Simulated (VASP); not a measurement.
NiMoIrPdW:

```
CELL_PARAMETERS angstrom
2.76078 0.00000 0.00000
-1.38039 2.39090 0.00000
0.00000 0.00000 11.34051
ATOMIC_POSITIONS crystal
Ni 0.00000 0.00000 0.70917
Mo 0.66667 0.33333 0.29425
Pd 0.66667 0.33333 0.89901
Ir 0.00000 0.00000 0.10604
W 0.66667 0.33333 0.52921
```

- Program: VASP 6.6.1
- Task: relaxation of cell and atoms
- Functional: PBEsol
- Potentials or basis: VASP PAW PBE potentials, release 64 (Ni, Mo_sv, Pd, Ir, W_sv)
- Cutoff: 600 eV
- k mesh: 7 × 7 × 2
- Occupations: fermi-dirac, width 0.05 eV
- Spin: collinear spin, ferromagnetic start
- Starting moments: [1.0, 1.0, 0.0, 0.6, 0.0] μB

At the start: pressure -8.6 GPa; volume 14.97 Å³/atom.

Task: Where does the relaxation end?

Result: Over 12 steps the energy falls by 15.8 meV/atom and the volume is 14.42 Å³/atom (-3.7 %); space group P3m1 (No. 156, to 0.1 Å) before and after; moment 0.00 μB per cell.

Step by step:
```tsv
step	energy change (eV)	largest force (eV/Å)	pressure (GPa)	volume (Å³)
1	0.0000	0.1282	-8.60	74.86
2	0.3689	1.1180	26.59	66.49
3	-0.0734	0.3640	-0.24	72.31
4	-0.0735	0.3715	0.01	72.24
5	-0.0735	0.3766	0.21	72.19
6	-0.0781	0.0834	0.23	72.05
7	-0.0782	0.0815	0.25	72.06
8	-0.0785	0.0475	-0.47	72.25
9	-0.0785	0.0504	-0.31	72.20
10	-0.0788	0.0284	-0.05	72.13
11	-0.0788	0.0324	-0.01	72.12
12	-0.0789	0.0087	0.04	72.10
```

Final structure:
```
CELL_PARAMETERS angstrom
2.73241 0.00000 0.00000
-1.36621 2.36633 0.00000
-0.00001 0.00000 11.15145
ATOMIC_POSITIONS crystal
Ni 0.00000 0.00000 0.70952
Mo 0.66667 0.33333 0.29565
Pd 0.66667 0.33333 0.89814
Ir 0.00000 0.00000 0.10489
W 0.66667 0.33333 0.52948
```

Caveat: the k points lie up to 0.38 Å⁻¹ apart in the final cell; the moments typed at the start vanished in this run; the PAW data sets were made with another functional, which shifts forces and pressure a little.
